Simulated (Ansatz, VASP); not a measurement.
# One calculation of La, two programs

```
La
1.0
     3.77668    0.00000    0.00000
    -1.88834    3.27070    0.00000
     0.00000    0.00000    6.10126
La
2
Direct
  0.33333 0.66667 0.25000
  0.66667 0.33333 0.75000
```

Change from the starting cell: volume scaled by 1, norm-conserving files.

Alike in both runs: task single point; functional PBE; k mesh 13 × 13 × 7; occupations fermi-dirac, width 0.08 eV; no spin polarisation.

|  | VASP | Ansatz |
| --- | --- | --- |
| version | VASP 6.6.1 | Ansatz 0.2.0 |
| potentials or method | VASP PAW PBE potentials, release 64 (La) | norm-conserving pseudopotentials, scalar-relativistic |
| plane-wave cutoff (eV) | 520 | 1497 |
| valence electrons in the cell | 22 | 22 |

```tsv
	VASP	Ansatz	Ansatz less VASP
pressure (GPa)	0.1	0.0	-0.06
```

With one functional, cell and mesh, what is left measures potentials, basis and numerics.

Neither program's run includes spin-orbit coupling.
